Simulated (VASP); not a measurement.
# Ru (P6_3/mmc) in VASP: further runs

Runs on Ru. Level: PBE. Tasks: single point.

Everything below comes from runs of VASP 6.6.1. Logs are shortened: lines on timing, memory, paths and dates and some standing lists are left out, and cuts for length are marked.

## 1. The cell of the first run

It takes space group P6_3/mmc (No. 194, hexagonal). Conventional cell: a = 2.720 Å, b = 2.720 Å, c = 4.297 Å, α = 90.00°, β = 90.00°, γ = 120.00°. Ru (site symmetry -6m2) has 12 Ru at 2.66 to 2.72 Å within 3.5 Å.

## 2. Single point, PBE

The input, INCAR:

```
SYSTEM = Ru
PREC     = Accurate       ! precision mode
ENCUT    = 520            ! plane-wave cutoff, eV
EDIFF    = 1E-7           ! SCF threshold, eV
ISMEAR   = 0              ! smearing method
SIGMA    = 0.1            ! smearing width, eV
LREAL    = .FALSE.        ! projectors in reciprocal space
LASPH    = .TRUE.         ! aspherical terms in the spheres
NELM     = 100            ! most SCF steps
ALGO     = Normal         ! electronic algorithm
ISIF     = 2              ! what is computed and relaxed
LWAVE    = .FALSE.        ! write WAVECAR
LCHARG   = .TRUE.         ! write CHGCAR
GGA      = PE             ! functional
LELF     = .TRUE.         ! ELF
LVHAR    = .TRUE.       
NBANDS   = 21             ! bands
```

The input, KPOINTS:

```
Automatic mesh
0
G
  18 18 10
  0 0 0
```

The input, POSCAR:

```
Ru
1.0
    2.7199966804      0.0000000000      0.0000000000
   -1.3599983402      2.3555862235      0.0000000000
    0.0000000000      0.0000000000      4.2967708191
Ru
2
Direct
    0.3333333333      0.6666666667      0.2500000000
    0.6666666667      0.3333333333      0.7500000000
```

Potentials or basis: VASP PAW PBE potentials, release 64 (Ru_pv).

The run is started by

```console
$ cat potpaw_PBE.64/Ru_pv/POTCAR > POTCAR
$ mpirun -np 1 vasp_std > vasp.out
```

OUTCAR:

```text
SYSTEM = Ru
   PREC = Accurate
   ENCUT = 520
   EDIFF = 1E-7
   ISMEAR = 0
   LREAL = .FALSE.
   LASPH = .TRUE.
   NELM = 100
   ISIF = 2
   GGA = PE

 ion  position               nearest neighbor table
   1  0.333  0.667  0.250-   2 2.66   2 2.66   2 2.66   2 2.66   2 2.66   2 2.66
   2  0.667  0.333  0.750-   1 2.66   1 2.66   1 2.66   1 2.66   1 2.66   1 2.66

  LATTYP: Found a hexagonal cell.
 ALAT       =     2.7199966804
 C/A-ratio  =     1.5796970820

  Lattice vectors:

 A1 = (   2.7199966804,   0.0000000000,   0.0000000000)
 A2 = (  -1.3599983402,   2.3555862235,   0.0000000000)
 A3 = (   0.0000000000,   0.0000000000,   4.2967708191)

Analysis of symmetry for initial positions (statically):
=====================================================================
 Subroutine PRICEL returns:
 Original cell was already a primitive cell.

 Routine SETGRP: Setting up the symmetry group for a
 hexagonal supercell.

 Subroutine GETGRP returns: Found 24 space group operations
 (whereof 12 operations were pure point group operations)
 out of a pool of 24 trial point group operations.

The static configuration has the point symmetry D_3d.
 The point group associated with its full space group is D_6h.

Analysis of symmetry for dynamics (positions and initial velocities):
=====================================================================
 Subroutine PRICEL returns:
 Original cell was already a primitive cell.

 Routine SETGRP: Setting up the symmetry group for a
 hexagonal supercell.

 Subroutine GETGRP returns: Found 24 space group operations
 (whereof 12 operations were pure point group operations)
 out of a pool of 24 trial point group operations.

The dynamic configuration has the point symmetry D_3d.
 The point group associated with its full space group is D_6h.

 Subroutine INISYM returns: Found 24 space group operations
 (whereof 12 operations are pure point group operations),
 and found     1 'primitive' translations

----------------------------------------------------------------------------------------

                                     Primitive cell

  volume of cell :      27.5302

  direct lattice vectors                    reciprocal lattice vectors
     2.719996680  0.000000000  0.000000000     0.367647508  0.212261387  0.000000000
    -1.359998340  2.355586224  0.000000000     0.000000000  0.424522775  0.000000000
     0.000000000  0.000000000  4.296770819     0.000000000  0.000000000  0.232732916

  length of vectors
     2.719996680  2.719996680  4.296770819     0.424522775  0.424522775  0.232732916

[... 79 lines left out ...]
   NELM   =    100;   NELMIN=  2; NELMDL= -5     # of ELM steps
   EDIFF  = 0.1E-06   stopping-criterion for ELM
   LREAL  =      F    real-space projection
   EDIFFG = 0.1E-05   stopping-criterion for IOM
   NSW    =      0    number of steps for IOM
   IBRION =     -1    ionic relax: 0-MD 1-quasi-New 2-CG
   NFREE  =      0    steps in history (QN), initial steepest desc. (CG)
   ISIF   =      2    stress and relaxation
   ISYM   =      2    0-nonsym 1-usesym 2-fastsym
   POTIM  = 0.5000    time-step for ionic-motion
   TEBEG  =    0.0;   TEEND  =   0.0 temperature during run
   PSTRESS=    0.0 pullay stress
   NELECT =      28.0000    total number of electrons
   NUPDOWN=      -1.0000    fix difference up-down
   EMIN   =  10.00;   EMAX   =-10.00  energy-range for DOS
   EFERMI =   0.00;   METHOD = LEGACY
   ISMEAR =     0;   SIGMA  =   0.10  broadening in eV -4-tet -1-fermi 0-gaus
   EFERMI_NEDOS =   21; number of points for ismear=-14 and -15
   IALGO  =     38    algorithm
   IMIX   =      4    mixing-type and parameters
     AMIX     =   0.40;   BMIX     =  1.00
     AMIX_MAG =   1.60;   BMIX_MAG =  1.00
  volume/ion in A,a.u.               =      13.77        92.89
  Fermi-wavevector in a.u.,A,eV,Ry     =   1.646358  3.111166 36.878526  2.710495
  Thomas-Fermi vector in A             =   2.736000
   LORBIT       =      0    0 simple, 1 ext, 2 COOP (PROOUT), +10 PAW based schemes
   GGA     = PE    functional components
   LHFCALC =     F    Hartree Fock is set to
   AEXX    =    0.0000 exact exchange contribution
   IVDW    =     0    specifies the selected vdW correction
   LEPSILON=     F    determine dielectric tensor
   LRPA    =     F    only Hartree local field effects (RPA)
 non-spin polarized calculation
 Gauss-broadening in eV      SIGMA  =   0.10
  energy-cutoff  :      520.00
  volume of cell :       27.53
 maximum number of plane-waves:       759
   NGX = 11   NGY = 11   NGZ = 15

 number of electron      28.0000013 magnetization

 Free energy of the ion-electron system (eV)
  ---------------------------------------------------
  ext. energy  EPLUGINS =         0.00000000
  ---------------------------------------------------
  free energy    TOTEN  =       -18.47174784 eV

  energy without entropy =      -18.46243305  energy(sigma->0) =      -18.46709045

 E-fermi :  12.5844     XC(G=0): -14.0340

 val. band max:       12.5819245685   @ k =   0.1667   0.1111   0.3000
 cond. band min:      12.5866965620   @ k =   0.4444   0.1111   0.5000
 fundamental gap:      0.0047719935
 Fermi energy:        12.5844337351

 k-point     1 :       0.0000    0.0000    0.0000
  band No.  band energies     occupation
      1     -31.0073      2.00000
      2     -30.1145      2.00000
      3     -30.1145      2.00000
      4     -29.9500      2.00000
      5     -29.9500      2.00000
      6     -29.9105      2.00000
[... 565 lines left out ...]
     20      23.0311      0.00000
     21      23.6391      0.00000

 [... further k-points ...]

------------------------ aborting loop because EDIFF is reached ----------------------------------------

  FORCE on cell =-STRESS in cart. coord.  units (eV):
  Direction    XX          YY          ZZ          XY          YZ          ZX
  --------------------------------------------------------------------------------------
  -------------------------------------------------------------------------------------
  Total       -0.0186286     -0.0186286     -0.0159350     -0.0000000      0.0000000      0.0000000
  in kB       -1.0841278     -1.0841278     -0.9273695     -0.0000000      0.0000000      0.0000000
  external PRESSURE =      -1.0318750 kB  Pullay stress =       0.0000000 kB

 VOLUME and BASIS-vectors are now :
 -----------------------------------------------------------------------------
  energy-cutoff  :      520.00
  volume of cell :       27.53
      direct lattice vectors                 reciprocal lattice vectors
     2.719996680  0.000000000  0.000000000     0.367647508  0.212261387  0.000000000
    -1.359998340  2.355586224  0.000000000     0.000000000  0.424522775  0.000000000
     0.000000000  0.000000000  4.296770819     0.000000000  0.000000000  0.232732916

 POSITION                                       TOTAL-FORCE (eV/Angst)
 -----------------------------------------------------------------------------------
     -0.00000      1.57039      1.07419         0.000000      0.000000      0.000000
      1.36000      0.78520      3.22258        -0.000000     -0.000000      0.000000
 -----------------------------------------------------------------------------------
    total drift:                               -0.000000      0.000000     -0.000000

  FREE ENERGIE OF THE ION-ELECTRON SYSTEM (eV)
  ---------------------------------------------------
  free  energy   TOTEN  =       -18.4717478433 eV

  energy  without entropy=      -18.4624330521  energy(sigma->0) =      -18.46709045
```

It took 35 s on 1 thread of Intel Xeon 6975P-C (Granite Rapids), shared host; peak memory 0.22 GiB.

Results:

* Free energy: -18.4717 eV
* Pressure: -0.1 GPa
* Band gap on the k mesh: zero (band 14 reaches 14.05 eV, above the bottom of band 15 at 10.98 eV)

## 3. Single point, PBE

The input, INCAR:

```
PREC = Accurate ; ENCUT = 520
EDIFF = 1E-6 ; ISMEAR = 0
SIGMA = 0.1 ; LREAL = False
LASPH = True ; NELM = 100
ALGO = Normal ; ISIF = 2
LWAVE = False ; LCHARG = True
GGA = PE ; LELF = True
LVHAR = True ; NBANDS = 21
```

The input, KPOINTS:

```
regular mesh
0
Gamma
  15 15 8
```

The input, POSCAR:

```
Ru
1.0
    2.7199966806      0.0000000000      0.0000000000
   -1.3599983403      2.3555862236      0.0000000000
    0.0000000000      0.0000000000      4.2967708194
Ru
2
Direct
    0.3333333333      0.6666666667      0.2500000000
    0.6666666667      0.3333333333      0.7500000000
```

Potentials or basis: VASP PAW PBE potentials, release 64 (Ru_pv).

The run is started by

```console
$ cat potpaw_PBE.64/Ru_pv/POTCAR > POTCAR
$ mpirun -np 1 vasp_std > vasp.out
```

OUTCAR:

```text
PREC = Accurate
   ENCUT = 520
   EDIFF = 1E-6
   ISMEAR = 0
   LREAL = False
   LASPH = True
   NELM = 100
   ISIF = 2
   GGA = PE

 ion  position               nearest neighbor table
   1  0.333  0.667  0.250-   2 2.66   2 2.66   2 2.66   2 2.66   2 2.66   2 2.66
   2  0.667  0.333  0.750-   1 2.66   1 2.66   1 2.66   1 2.66   1 2.66   1 2.66

  LATTYP: Found a hexagonal cell.
 ALAT       =     2.7199966806
 C/A-ratio  =     1.5796970820

  Lattice vectors:

 A1 = (   2.7199966806,   0.0000000000,   0.0000000000)
 A2 = (  -1.3599983403,   2.3555862236,   0.0000000000)
 A3 = (   0.0000000000,   0.0000000000,   4.2967708194)

Analysis of symmetry for initial positions (statically):
=====================================================================
 Subroutine PRICEL returns:
 Original cell was already a primitive cell.

 Routine SETGRP: Setting up the symmetry group for a
 hexagonal supercell.

 Subroutine GETGRP returns: Found 24 space group operations
 (whereof 12 operations were pure point group operations)
 out of a pool of 24 trial point group operations.

The static configuration has the point symmetry D_3d.
 The point group associated with its full space group is D_6h.

Analysis of symmetry for dynamics (positions and initial velocities):
=====================================================================
 Subroutine PRICEL returns:
 Original cell was already a primitive cell.

 Routine SETGRP: Setting up the symmetry group for a
 hexagonal supercell.

 Subroutine GETGRP returns: Found 24 space group operations
 (whereof 12 operations were pure point group operations)
 out of a pool of 24 trial point group operations.

The dynamic configuration has the point symmetry D_3d.
 The point group associated with its full space group is D_6h.

 Subroutine INISYM returns: Found 24 space group operations
 (whereof 12 operations are pure point group operations),
 and found     1 'primitive' translations

----------------------------------------------------------------------------------------

                                     Primitive cell

  volume of cell :      27.5302

  direct lattice vectors                    reciprocal lattice vectors
     2.719996681  0.000000000  0.000000000     0.367647507  0.212261387  0.000000000
    -1.359998340  2.355586224  0.000000000     0.000000000  0.424522775  0.000000000
     0.000000000  0.000000000  4.296770819     0.000000000  0.000000000  0.232732915

  length of vectors
     2.719996681  2.719996681  4.296770819     0.424522775  0.424522775  0.232732915

  position of ions in fractional coordinates (direct lattice)
     0.333333333  0.666666667  0.250000000
     0.666666667  0.333333333  0.750000000

  ion indices of the primitive-cell ions
   primitive index   ion index
                 1           1
                 2           2

----------------------------------------------------------------------------------------

 KPOINTS: regular mesh

Automatic generation of k-mesh.
 Grid dimensions read from file:
 generate k-points for:   15   15    8

 Generating k-lattice:

  Cartesian coordinates                     Fractional coordinates (reciprocal lattice)
     0.024509834  0.014150759  0.000000000     0.066666667  0.000000000  0.000000000
     0.000000000  0.028301518  0.000000000     0.000000000  0.066666667  0.000000000
     0.000000000  0.000000000  0.029091614     0.000000000  0.000000000  0.125000000

  Length of vectors
     0.028301518  0.028301518  0.029091614

  Shift w.r.t. Gamma in fractional coordinates (k-lattice)
     0.000000000  0.000000000  0.000000000

 Subroutine IBZKPT returns following result:
 ===========================================

 Found    135 irreducible k-points:

 Following reciprocal coordinates:
            Coordinates               Weight
  0.000000  0.000000  0.000000      1.000000
  0.066667  0.000000  0.000000      6.000000
  0.133333  0.000000  0.000000      6.000000
  0.200000  0.000000  0.000000      6.000000
  0.266667  0.000000  0.000000      6.000000
  0.333333  0.000000  0.000000      6.000000
[... 16 lines left out ...]
  0.333333  0.200000  0.000000     12.000000
  0.400000  0.200000  0.000000      6.000000
 [... further k-points ...]
   k-points           NKPTS =    135   k-points in BZ     NKDIM =    135   number of bands    NBANDS=     21
   number of dos      NEDOS =    301   number of ions     NIONS =      2
   total plane-waves  NPLWV =  12800
   dimension x,y,z NGX =    20 NGY =   20 NGZ =   32
   dimension x,y,z NGXF=    40 NGYF=   40 NGZF=   64
   ions per type =               2
   NGX,Y,Z   is equivalent  to a cutoff of  12.22, 12.22, 12.38 a.u.
   NGXF,Y,Z  is equivalent  to a cutoff of  24.45, 24.45, 24.76 a.u.
 SYSTEM =  unknown system
   PREC   = accura    normal or accurate (medium, high low for compatibility)
   ISTART =      0    job   : 0-new  1-cont  2-samecut
   ICHARG =      2    charge: 1-file 2-atom 10-const
   ISPIN  =      1    spin polarized calculation?
   LNONCOLLINEAR =      F non collinear calculations
   LSORBIT =      F    spin-orbit coupling
   LASPH  =      T    aspherical Exc in radial PAW
   ENCUT  =  520.0 eV  38.22 Ry    6.18 a.u.   5.06  5.06  7.99*2*pi/ulx,y,z
   NELM   =    100;   NELMIN=  2; NELMDL= -5     # of ELM steps
   EDIFF  = 0.1E-05   stopping-criterion for ELM
   LREAL  =      F    real-space projection
   EDIFFG = 0.1E-04   stopping-criterion for IOM
   NSW    =      0    number of steps for IOM
   IBRION =     -1    ionic relax: 0-MD 1-quasi-New 2-CG
   NFREE  =      0    steps in history (QN), initial steepest desc. (CG)
   ISIF   =      2    stress and relaxation
   ISYM   =      2    0-nonsym 1-usesym 2-fastsym
   POTIM  = 0.5000    time-step for ionic-motion
   TEBEG  =    0.0;   TEEND  =   0.0 temperature during run
   PSTRESS=    0.0 pullay stress
   NELECT =      28.0000    total number of electrons
   NUPDOWN=      -1.0000    fix difference up-down
   EMIN   =  10.00;   EMAX   =-10.00  energy-range for DOS
   EFERMI =   0.00;   METHOD = LEGACY
   ISMEAR =     0;   SIGMA  =   0.10  broadening in eV -4-tet -1-fermi 0-gaus
   EFERMI_NEDOS =   21; number of points for ismear=-14 and -15
   IALGO  =     38    algorithm
   IMIX   =      4    mixing-type and parameters
     AMIX     =   0.40;   BMIX     =  1.00
     AMIX_MAG =   1.60;   BMIX_MAG =  1.00
  volume/ion in A,a.u.               =      13.77        92.89
  Fermi-wavevector in a.u.,A,eV,Ry     =   1.646358  3.111166 36.878526  2.710495
  Thomas-Fermi vector in A             =   2.736000
   LORBIT       =      0    0 simple, 1 ext, 2 COOP (PROOUT), +10 PAW based schemes
   GGA     = PE    functional components
   LHFCALC =     F    Hartree Fock is set to
   AEXX    =    0.0000 exact exchange contribution
   IVDW    =     0    specifies the selected vdW correction
   LEPSILON=     F    determine dielectric tensor
   LRPA    =     F    only Hartree local field effects (RPA)
 non-spin polarized calculation
 Gauss-broadening in eV      SIGMA  =   0.10
  energy-cutoff  :      520.00
  volume of cell :       27.53
 maximum number of plane-waves:       764
   NGX = 11   NGY = 11   NGZ = 15

 number of electron      28.0000013 magnetization

 Free energy of the ion-electron system (eV)
  ---------------------------------------------------
  ext. energy  EPLUGINS =         0.00000000
  ---------------------------------------------------
  free energy    TOTEN  =       -18.47708582 eV

  energy without entropy =      -18.46929110  energy(sigma->0) =      -18.47318846

 E-fermi :  12.5856     XC(G=0): -14.0344

 val. band max:       12.5710263601   @ k =   0.0000   0.0000   0.3750
 cond. band min:      12.6145428454   @ k =   0.0667   0.0000   0.3750
 fundamental gap:      0.0435164853
 Fermi energy:        12.5856464625

 k-point     1 :       0.0000    0.0000    0.0000
  band No.  band energies     occupation
      1     -31.0077      2.00000
      2     -30.1183      2.00000
      3     -30.1183      2.00000
      4     -29.9538      2.00000
      5     -29.9538      2.00000
      6     -29.9111      2.00000
[... 13 lines left out ...]
     20      23.0267      0.00000
     21      23.0400      0.00000
[... 529 lines left out ...]
 k-point    24 :       0.4000    0.2000    0.0000
  band No.  band energies     occupation
      1     -30.7541      2.00000
      2     -30.5747      2.00000
      3     -30.4728      2.00000
      4     -30.4623      2.00000
      5     -30.2518      2.00000
      6     -30.2267      2.00000
[... 13 lines left out ...]
     20      23.0263      0.00000
     21      23.0283      0.00000

 [... further k-points ...]

------------------------ aborting loop because EDIFF is reached ----------------------------------------

  FORCE on cell =-STRESS in cart. coord.  units (eV):
  Direction    XX          YY          ZZ          XY          YZ          ZX
  --------------------------------------------------------------------------------------
  -------------------------------------------------------------------------------------
  Total       -0.0153025     -0.0153025     -0.0341831     -0.0000000      0.0000000      0.0000000
  in kB       -0.8905623     -0.8905623     -1.9893548     -0.0000000      0.0000000      0.0000000
  external PRESSURE =      -1.2568265 kB  Pullay stress =       0.0000000 kB

 VOLUME and BASIS-vectors are now :
 -----------------------------------------------------------------------------
  energy-cutoff  :      520.00
  volume of cell :       27.53
      direct lattice vectors                 reciprocal lattice vectors
     2.719996681  0.000000000  0.000000000     0.367647507  0.212261387  0.000000000
    -1.359998340  2.355586224  0.000000000     0.000000000  0.424522775  0.000000000
     0.000000000  0.000000000  4.296770819     0.000000000  0.000000000  0.232732915

 POSITION                                       TOTAL-FORCE (eV/Angst)
 -----------------------------------------------------------------------------------
     -0.00000      1.57039      1.07419         0.000000     -0.000000      0.000000
      1.36000      0.78520      3.22258        -0.000000      0.000000      0.000000
 -----------------------------------------------------------------------------------
    total drift:                               -0.000000      0.000000     -0.000000

  FREE ENERGIE OF THE ION-ELECTRON SYSTEM (eV)
  ---------------------------------------------------
  free  energy   TOTEN  =       -18.4770858206 eV

  energy  without entropy=      -18.4692910962  energy(sigma->0) =      -18.47318846
```

stdout:

```text
POSCAR found type information on POSCAR Ru
 POSCAR found :  1 types and       2 ions
 scaLAPACK will be used
 LDA part: xc-table for (Slater+PW92), standard interpolation
 POSCAR, INCAR and KPOINTS ok, starting setup
 FFT: planning ... GRIDC
 FFT: planning ... GRID_SOFT
 FFT: planning ... GRID
 WAVECAR not read
 entering main loop
```

It took 44 s on 1 thread of Intel Xeon Platinum 8259CL at 2.50GHz (Skylake/Cascade Lake), shared host; peak memory 0.18 GiB.

Results:

| Property | Result |
| --- | --- |
| Free energy | -18.4771 eV |
| Pressure | -0.1 GPa |
| Band gap on the k mesh | zero (band 14 reaches 14.11 eV, above the bottom of band 15 at 11.10 eV) |

Stress tensor (GPa, compression positive):
```
-0.09  0.00  0.00
 0.00 -0.09  0.00
 0.00  0.00 -0.20
```
